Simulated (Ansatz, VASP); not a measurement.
**Two plane-wave programs on Be6N**

```
CELL_PARAMETERS angstrom
4.12203 0.00000 0.00000
0.00000 4.12203 0.00000
0.00000 0.00000 4.12203
ATOMIC_POSITIONS crystal
Be 0.50000 0.00000 0.00000
Be 0.00000 0.50000 0.00000
Be 0.00000 0.00000 0.50000
Be 0.00000 0.50000 0.50000
Be 0.50000 0.00000 0.50000
Be 0.50000 0.50000 0.00000
N 0.50000 0.50000 0.50000
```

Alike in both runs: task relaxation of cell and atoms; functional PBE; k mesh 10 × 10 × 10; occupations gaussian, width 0.1 eV; no spin polarisation.

|  | VASP | Ansatz |
| --- | --- | --- |
| version | VASP 6.6.1 | Ansatz 0.2.0 |
| potentials or method | VASP PAW PBE potentials, release 64 (Be, N), cutoff 600 eV | scalar-relativistic, plane waves, PAW |
| valence electrons in the cell | 17 | 17 |

Ansatz gave:

- gap on the k mesh at the Fermi level, each at its own relaxed structure (eV): none
- relaxed volume (Å³/atom): 10.01
- relaxed length of the cell vector where the two differ most in proportion (Å): 4.123

Task: What did VASP give for the same quantities?

Result: gap on the k mesh at the Fermi level, each at its own relaxed structure (eV): none; relaxed volume (Å³/atom): 10.01; relaxed length of the cell vector where the two differ most in proportion (Å): 4.122.

A gap of «none» marks a metal or a gap that the smearing closes.

Noted on VASP's run: the relaxation stopped at its first step, so nothing moved.
